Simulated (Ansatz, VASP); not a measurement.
## Two plane-wave programs on BP

```
P B
1.0
     0.00000    2.31350    2.31350
     2.31350    0.00000    2.31350
     2.31350    2.31350    0.00000
P B
1 1
Direct
  0.75000 0.75000 0.75000
  0.00000 0.00000 0.00000
```

Alike in both runs: task single point; functional r2SCAN; dispersion D3(BJ); k mesh 10 × 10 × 10; occupations fermi-dirac, width 0.05 eV; no spin polarisation.

|  | VASP | Ansatz |
| --- | --- | --- |
| version | VASP 6.6.1 | Ansatz 0.2.0 |
| potentials or method | VASP PAW PBE potentials, release 64 (P, B) | Ansatz PAW |
| plane-wave cutoff (eV) | 520 | 500 |
| valence electrons in the cell | 8 | 8 |

Ansatz gave:

* gap on the k mesh at the Fermi level (eV): 1.49
* least direct gap on the mesh (eV): 3.52
* pressure (GPa): -10.8

Task: What did VASP give for the same quantities?

Result: gap on the k mesh at the Fermi level (eV): 1.52; least direct gap on the mesh (eV): 3.56; pressure (GPa): -11.3.

VASP's potentials were made for PBE, not for r2SCAN.
